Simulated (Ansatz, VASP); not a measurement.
## Ca3Lu: VASP beside Ansatz

File INCAR:

```
SYSTEM = Ca3Lu
PREC     = Accurate       ! precision mode
ENCUT    = 520            ! plane-wave cutoff, eV
EDIFF    = 1E-7           ! SCF threshold, eV
ISMEAR   = 1              ! smearing method
SIGMA    = 0.15           ! smearing width, eV
LREAL    = .False.        ! projectors in reciprocal space
LASPH    = .True.         ! aspherical terms in the spheres
NELM     = 60             ! most SCF steps
ALGO     = Normal         ! electronic algorithm
ISIF     = 2              ! what is computed and relaxed
LWAVE    = .False.        ! write WAVECAR
LCHARG   = .False.        ! write CHGCAR
GGA      = PE             ! functional
NBANDS   = 36             ! bands
```

Contents of KPOINTS:

```
Automatic mesh
0
Gamma
  5 5 5
  0 0 0
```

The input POSCAR:

```
Ca3Lu
1.0
    5.3617750000      0.0000000000      0.0000000000
    0.0000000000      5.3617750000      0.0000000000
    0.0000000000      0.0000000000      5.3617750000
Ca Lu
3 1
Direct
    0.5000000000      0.0000000000      0.0000000000
    0.0000000000      0.5000000000      0.0000000000
    0.0000000000      0.0000000000      0.5000000000
    0.5000000000      0.5000000000      0.5000000000
```

Input for Ansatz:

```yaml
crystal:
  lattice:
    a: 5.361775
    b: 5.361775
    c: 5.361775
    alpha: 90.0
    beta: 90.0
    gamma: 90.0
  atoms:
    - { symbol: Ca, position: [0.5, 0.0, 0.0] }
    - { symbol: Ca, position: [0.0, 0.5, 0.0] }
    - { symbol: Ca, position: [0.0, 0.0, 0.5] }
    - { symbol: Lu, position: [0.5, 0.5, 0.5] }
accuracy: high
basis:
  ecutwfc: 530.0
  xc_grid: 3
kpoints:
  mp_grid:
    grid: [5, 5, 5]
hamiltonian:
  xc: pbe
scf:
  algorithm: density_mixing
  n_extra_bands: 6
  convergence:
    dr2_threshold: 1.0e-06
  occupations:
    method: cold
    width: 0.15
output:
  stress: true
  eigenvalues: true
```

Alike in both runs: task single point; functional PBE; k mesh 5 × 5 × 5; no spin polarisation.

```csv
,VASP,Ansatz
version,VASP 6.6.1,Ansatz 0.2.0
potentials or method,"VASP PAW PBE potentials, release 64 (Ca_sv, Lu), cutoff 520 eV","plane waves, PAW"
occupations,"methfessel-paxton of order 1, width 0.15 eV","cold, width 0.15 eV"
valence electrons in the cell,55,55
```

```tsv
	VASP	Ansatz	Ansatz less VASP
gap on the k mesh at the Fermi level (eV)	none	none	-
pressure (GPa)	0.0	0.0	-0.06
```

A gap of «none» marks a metal or a gap that the smearing closes. Ansatz's warnings: stress scf threshold loose.

Spin-orbit coupling is off throughout.
